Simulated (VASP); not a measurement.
Input of a VASP 6.6.1 run:

Contents of INCAR:

```
PREC = Accurate
ENCUT = 520
EDIFF = 1E-7
ISMEAR = 0
SIGMA = 0.05
LREAL = False
LASPH = True
NELM = 120
ALGO = Normal
ISIF = 2
LWAVE = False
LCHARG = False
LDIPOL = True
IDIPOL = 3
DIPOL = 0.5 0.5 0.337
IBRION = 2
NSW = 50
EDIFFG = -0.03
GGA_COMPAT = False
NELMIN = 4
NELMDL = -8
KPAR = 4
```

The input KPOINTS:

```
Automatic mesh
0
Gamma
  4 4 1
```

POSCAR

```
Si3H2C2
1.0
    6.1223116280      0.0000000000      0.0000000000
    0.0000000000      6.1223116280      0.0000000000
    0.0000000000      0.0000000000     18.0336064671
Si C H
12 8 8
Selective dynamics
Direct
    0.2500000000      0.2500000000      0.2691906584  F F F
    0.2500000000      0.7500000000      0.2691906584  F F F
    0.7500000000      0.2500000000      0.2691906584  F F F
    0.7500000000      0.7500000000      0.2691906584  F F F
    0.5000000000      0.5000000000      0.3907441434  T T T
    0.5000000000      0.0000000000      0.3907441434  T T T
    0.0000000000      0.5000000000      0.3907411325  T T T
    0.0000000000      0.0000000000      0.3907411325  T T T
    0.7500032500      0.7500000000      0.5123890108  T T T
    0.7500032500      0.2500000000      0.5116686745  T T T
    0.2499967500      0.7500000000      0.5120561097  T T F
    0.2499967500      0.2500000000      0.5120561097  T T F
    0.7500000000      0.5000000000      0.3292053881  F F F
    0.7500000000      0.0000000000      0.3292053881  F F F
    0.2500000000      0.5000000000      0.3292053881  F F F
    0.2500000000      0.0000000000      0.3292053881  F F F
    0.0000000000      0.7500000000      0.4479033635  T T T
    0.0000000000      0.2500000000      0.4479033635  T T T
    0.5000000000      0.7500000000      0.4479052921  T T T
    0.5000000000      0.2500000000      0.4479052921  T T T
    0.1018236707      0.2500000000      0.2043633518  F F F
    0.3981348503      0.2500000000      0.2043580857  F F F
    0.3981348503      0.7500000000      0.2043580857  F F F
    0.1018236707      0.7500000000      0.2043633518  F F F
    0.6018651497      0.2500000000      0.2043580857  F F F
    0.8981763293      0.2500000000      0.2043633518  F F F
    0.8981763293      0.7500000000      0.2043633518  F F F
    0.6018651497      0.7500000000      0.2043580857  F F F
```

Potentials or basis: VASP PAW LDA potentials, release 64 (Si, C, H).

The run is started by

```sh
$ cat potpaw_LDA.64/Si/POTCAR potpaw_LDA.64/C/POTCAR potpaw_LDA.64/H/POTCAR > POTCAR
$ mpirun -np 4 vasp_std > vasp.out
```

Q: What does it give for the energy gained by relaxing?

A: 0.0 meV/atom.

Q: Estimate the band gap on the k mesh.

A: Zero (bands 44 and 45 overlap by 1.23 eV).

Step by step:
```tsv
step	energy change (eV)	largest force on free atoms (eV/Å)	pressure (GPa)
1	0.0000	0.1016	1.05
2	-0.0004	0.0253	1.04
```
